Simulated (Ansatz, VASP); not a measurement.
**Ta4C3: VASP beside Ansatz**

Contents of POSCAR:

```
Ta4C3
1.0
    4.4247933843      0.0000000000      0.0000000000
    0.0000000000      4.4247933843      0.0000000000
    0.0000000000      0.0000000000      4.4247933843
Ta C
4 3
Direct
    0.0003210326      0.5000000000      0.5000000000
    0.5001396993      0.0000000000      0.5000000000
    0.5001396993      0.5000000000      0.0000000000
    0.0008375033      0.0000000000      0.0000000000
    0.4661001120      0.0000000000      0.0000000000
    0.0061185723      0.5000000000      0.0000000000
    0.0061185723      0.0000000000      0.5000000000
```

File INCAR.step1:

```
SYSTEM = Ta4C3
PREC = Accurate
ENCUT = 520
ISMEAR = 0
SIGMA = 0.15
LREAL = .False.
LASPH = .True.
NELM = 100
NBANDS = 37
GGA = PE
ALGO = Normal
EDIFF = 1E-4
LWAVE = .True.
LCHARG = .False.
```

File INCAR.step2:

```
SYSTEM = Ta4C3
PREC = Accurate
ENCUT = 520
EDIFF = 1E-6
ISMEAR = 0
SIGMA = 0.15
LREAL = .False.
LASPH = .True.
NELM = 100
ALGO = Normal
ISIF = 2
LWAVE = .False.
LCHARG = .False.
METAGGA = R2SCAN
LMIXTAU = .True.
NBANDS = 37
ISTART = 1
```

KPOINTS

```
Automatic mesh
0
Gamma
  10 10 10
  0 0 0
```

Input for Ansatz:

```yaml
crystal:
  lattice:
    - [4.4247933843, 0.0, 0.0]
    - [0.0, 4.4247933843, 0.0]
    - [0.0, 0.0, 4.4247933843]
  atoms:
    - { symbol: Ta, position: [0.0003210326, 0.5, 0.5] }
    - { symbol: Ta, position: [0.5001396993, 0.0, 0.5] }
    - { symbol: Ta, position: [0.5001396993, 0.5, 0.0] }
    - { symbol: Ta, position: [0.0008375033, 0.0, 0.0] }
    - { symbol: C, position: [0.466100112, 0.0, 0.0] }
    - { symbol: C, position: [0.0061185723, 0.5, 0.0] }
    - { symbol: C, position: [0.0061185723, 0.0, 0.5] }
basis:
  ecutwfc: 500
kpoints:
  mp_grid: { grid: [10, 10, 10] }
hamiltonian:
  xc: r2scan
scf:
  occupations: { method: gaussian, width: 0.15 }
output:
  forces: true
  stress: true
  eigenvalues: true
  write_density: true
  write_potential: true
  elf: true
  volumetric_format: npy
```

Change from the starting cell: mode 19 (614.0 1/cm) frozen in, largest displacement -0.150 Å.

Alike in both runs: task single point; functional r2SCAN; k mesh 10 × 10 × 10; occupations gaussian, width 0.15 eV; no spin polarisation.

```csv
,VASP,Ansatz
version,VASP 6.6.1,Ansatz 0.2.0
potentials or method,"VASP PAW PBE potentials, release 64 (Ta_pv, C), cutoff 520 eV","scalar-relativistic, plane waves, PAW"
valence electrons in the cell,56,64
```

|  | VASP | Ansatz | Ansatz less VASP |
| --- | --- | --- | --- |
| gap on the k mesh at the Fermi level (eV) | none | none | - |
| pressure (GPa) | 2.1 | 1.0 | -1.10 |
| traceless stress, the component that is largest in VASP (GPa) | 1.82 | 1.78 | -0.047 |
| rms of the force components (eV/Å) | 0.637 | 0.633 | -0.0033 |

VASP's potentials were made for PBE, not for r2SCAN. Atom by atom the forces differ by 0.004 eV/Å (rms over components). A gap of «none» marks a metal or a gap that the smearing closes. VASP's potentials hold 56 valence electrons a cell and Ansatz's 64, so a difference there can come from the potentials and not from the codes.

Spin-orbit coupling is off throughout.
